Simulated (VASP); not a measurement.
Crystal: CoSi2.

```
CELL_PARAMETERS angstrom
0.00000 2.67992 2.67992
2.67992 0.00000 2.67992
2.67992 2.67992 0.00000
ATOMIC_POSITIONS crystal
Co 0.00000 0.00000 0.00000
Si 0.25000 0.25000 0.25000
Si 0.75000 0.75000 0.75000
```

| Quantity | Value |
| --- | --- |
| Program | VASP 6.6.1 |
| Task | relaxation of cell and atoms |
| Functional | r2SCAN |
| Potentials or basis | VASP PAW PBE potentials, release 64 (Co, Si) |
| Cutoff | 600 eV |
| k mesh | 14 × 14 × 14 |
| Occupations | gaussian, width 0.1 eV |
| Spin | no spin polarisation |

At the start: pressure -4.8 GPa; volume 12.83 Å³/atom.

**Question.** Where does the relaxation end?

**Answer.** Over 3 steps the energy falls by 5.1 meV/atom and the volume is 12.50 Å³/atom (-2.5 %); space group Fm-3m (No. 225, to 0.05 Å).

Step by step:
```csv
step,energy change (eV),largest force (eV/Å),pressure (GPa),volume (Å³)
1,0.0000,0.0000,-4.83,38.49
2,0.0070,0.0000,6.52,36.38
3,-0.0153,0.0000,-0.03,37.51
```

Final structure:
```cif
data_structure
_symmetry_space_group_name_H-M 'P 1'
_symmetry_Int_Tables_number 1
_cell_length_a 3.7575
_cell_length_b 3.7575
_cell_length_c 3.7575
_cell_angle_alpha 60.000
_cell_angle_beta 60.000
_cell_angle_gamma 60.000
_cell_volume 37.51
loop_
_atom_site_label
_atom_site_type_symbol
_atom_site_fract_x
_atom_site_fract_y
_atom_site_fract_z
_atom_site_occupancy
Co1 Co 0.00000 0.00000 0.00000 1
Si1 Si 0.25000 0.25000 0.25000 1
Si2 Si 0.75000 0.75000 0.75000 1
```

Caveat: the PAW data sets were made with another functional, which shifts forces and pressure a little.
